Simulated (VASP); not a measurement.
Here is a VASP 6.6.1 calculation.

The input INCAR:

```
SYSTEM = Be
PREC = Accurate
ENCUT = 520
EDIFF = 1E-7
ISMEAR = 0
SIGMA = 0.1
LREAL = .False.
LASPH = .True.
NELM = 60
ALGO = Normal
ISIF = 2
LWAVE = .False.
LCHARG = .False.
GGA = PE
NBANDS = 9
```

KPOINTS

```
regular mesh
0
Gamma
  21 21 12
  0 0 0
```

The input POSCAR:

```
Be
1.0
    2.2782775816      0.0000000000      0.0000000000
   -1.1391387908      1.9730462625      0.0000000000
    0.0000000000      0.0000000000      3.2435826930
Be
2
Direct
    0.3333333333      0.6666666667      0.2500000000
    0.6666666667      0.3333333333      0.7500000000
```

Potentials or basis: VASP PAW PBE potentials, release 64 (Be).

Command:

```console
$ cat potpaw_PBE.64/Be/POTCAR > POTCAR
$ mpirun -np 1 vasp_std > vasp.out
```

Problem. Estimate the pressure.

Solution. 14.3 GPa.

Problem. Estimate the band gap on the k mesh.

Solution. Zero (band 2 reaches 8.91 eV, above the bottom of band 3 at 6.01 eV).

Stress tensor (GPa, compression positive):
```
 1.81  0.00  0.00
 0.00  1.81  0.00
 0.00  0.00 39.37
```

Caveat: the cell differs from its parent crystal (strained).
